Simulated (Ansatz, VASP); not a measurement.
One calculation of Sb, two programs

The input INCAR:

```
SYSTEM = Sb
PREC = Accurate
ENCUT = 400
EDIFF = 1E-6
ISMEAR = -1
SIGMA = 0.02
LREAL = .False.
LASPH = .True.
NELM = 120
ALGO = Normal
ISIF = 2
LWAVE = .False.
LCHARG = .False.
LDIPOL = .True.
IDIPOL = 3
DIPOL = 0.5 0.5 0.345
GGA = PE
NBANDS = 22
GGA_COMPAT = .False.
NELMDL = -8
```

Contents of KPOINTS:

```
Automatic mesh
0
Gamma
  12 12 1
  0 0 0
```

File POSCAR:

```
Sb
1.0
    4.1051830053      0.0000000000      0.0000000000
   -2.0525915027      3.5551927698      0.0000000000
    0.0000000000      0.0000000000     26.8552477996
Sb
2
Direct
    0.3333333333      0.6666666667      0.3149797942
    0.6666666667      0.3333333333      0.3749272228
```

Input for Ansatz:

```yaml
crystal:
  lattice:
    - [4.1051830053, 0.0, 0.0]
    - [-2.0525915027, 3.5551927698, 0.0]
    - [0.0, 0.0, 26.8552477996]
  atoms:
    - { symbol: Sb, position: [0.3333333333, 0.6666666667, 0.3149797942] }
    - { symbol: Sb, position: [0.6666666667, 0.3333333333, 0.3749272228] }
  periodic: [true, true, false]
kpoints:
  mp_grid: { grid: [12, 12, 1] }
  band_path:
    path:
      - [0, 0, 0]
      - [0.5, 0, 0]
      - [0.3333333333333, 0.3333333333333, 0]
      - [0, 0, 0]
    npoints: 10
hamiltonian:
  xc: pbe
scf:
  occupations: { method: fermi_dirac, width: 0.02 }
  n_extra_bands: 4
output:
  forces: true
  stress: true
  eigenvalues: true
```

Alike in both runs: task single point; functional PBE; k mesh 12 × 12 × 1; occupations fermi-dirac, width 0.02 eV; no spin polarisation.

```csv
,VASP,Ansatz
version,VASP 6.6.1,Ansatz 0.2.0
potentials or method,"VASP PAW PBE potentials, release 64 (Sb_d_GW)","plane waves, PAW"
plane-wave cutoff (eV),400,420
valence electrons in the cell,30,30
```

VASP gave:

- gap on the k mesh at the Fermi level (eV): 1.36
- rms of the force components (eV/Å): 0.156

Which values does Ansatz return?

gap on the k mesh at the Fermi level (eV): 1.36; rms of the force components (eV/Å): 0.158.

Atom by atom the forces differ by 0.002 eV/Å (rms over components). With one functional, cell and mesh, what is left measures potentials, basis and numerics.

Neither program's run includes spin-orbit coupling.
